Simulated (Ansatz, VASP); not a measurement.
# Two plane-wave programs on LiH

Contents of POSCAR:

```
LiH
1.0
    0.0000000000      2.0033987139      2.0033987139
    2.0033987139      0.0000000000      2.0033987139
    2.0033987139      2.0033987139      0.0000000000
Li H
1 1
Direct
    0.0000000000      0.0000000000      0.0000000000
    0.5000000000      0.5000000000      0.5000000000
```

The input INCAR.step1:

```
SYSTEM = LiH
  ALGO = Normal
  EDIFF = 1E-5
  ENCUT = 830
  GGA = PE
  GGA_COMPAT = .False.
  ISMEAR = 0
  LASPH = .True.
  LCHARG = .False.
  LREAL = .False.
  LWAVE = .True.
  NBANDS = 9
  NELM = 120
  PREC = Accurate
  SIGMA = 0.01
```

Contents of INCAR.step2:

```
SYSTEM = LiH
  ALGO = Normal
  EDIFF = 1E-6
  ENCUT = 830
  GGA_COMPAT = .False.
  ISIF = 2
  ISMEAR = 0
  ISTART = 1
  LASPH = .True.
  LCHARG = .False.
  LMIXTAU = .True.
  LREAL = .False.
  LWAVE = .False.
  METAGGA = R2SCAN
  NBANDS = 9
  NELM = 120
  PREC = Accurate
  SIGMA = 0.01
```

KPOINTS

```
k-points
0
Gamma
  10 10 10
  0 0 0
```

Input for Ansatz:

```yaml
crystal:
  lattice:
    - [0.0, 2.0033987139, 2.0033987139]
    - [2.0033987139, 0.0, 2.0033987139]
    - [2.0033987139, 2.0033987139, 0.0]
  atoms:
    - { symbol: Li, position: [0.0, 0.0, 0.0] }
    - { symbol: H, position: [0.5, 0.5, 0.5] }
kpoints:
  mp_grid: { grid: [10, 10, 10] }
hamiltonian:
  xc: r2scan
scf:
  occupations: { method: fixed }
  n_extra_bands: 4
output:
  forces: true
  stress: true
  eigenvalues: true
```

Alike in both runs: task single point; functional r2SCAN; k mesh 10 × 10 × 10; no spin polarisation.

|  | VASP | Ansatz |
| --- | --- | --- |
| version | VASP 6.6.1 | Ansatz 0.2.0 |
| potentials or method | VASP PAW PBE potentials, release 64 (Li_sv, H) | plane waves, PAW |
| plane-wave cutoff (eV) | 830 | 500 |
| occupations | gaussian, width 0.01 eV | fixed |
| valence electrons in the cell | 4 | 4 |

```tsv
	VASP	Ansatz	Ansatz less VASP
gap on the k mesh at the Fermi level (eV)	3.58	3.63	+0.053
pressure (GPa)	-0.1	0.0	+0.02
```

VASP's potentials were made for PBE, not for r2SCAN.
